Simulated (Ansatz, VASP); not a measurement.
## NaF: VASP beside Ansatz

```
Na F
1.0
     0.00000    2.29717    2.29717
     2.18530    0.00000    2.29717
     2.18530    2.29717    0.00000
Na F
1 1
Direct
  0.00000 0.00000 0.00000
  0.50000 0.50000 0.50000
```

Change from the starting cell: uniaxial_x strain -4.9%.

Alike in both runs: task single point; functional PBE; k mesh 10 × 10 × 10; occupations fermi-dirac, width 0.02 eV; no spin polarisation.

```csv
,VASP,Ansatz
version,VASP 6.6.1,Ansatz 0.2.0
potentials or method,"VASP PAW PBE potentials, release 64 (Na_pv, F)","plane waves, PAW"
plane-wave cutoff (eV),520,420
valence electrons in the cell,14,16
```

|  | VASP | Ansatz | Ansatz less VASP |
| --- | --- | --- | --- |
| gap on the k mesh at the Fermi level (eV) | 6.71 | 6.73 | +0.019 |
| pressure (GPa) | 7.4 | 7.4 | +0.02 |
| traceless stress, the component that is largest in VASP (GPa) | 4.76 | 4.60 | -0.163 |

VASP's potentials hold 14 valence electrons a cell and Ansatz's 16, so a difference there can come from the potentials and not from the codes.
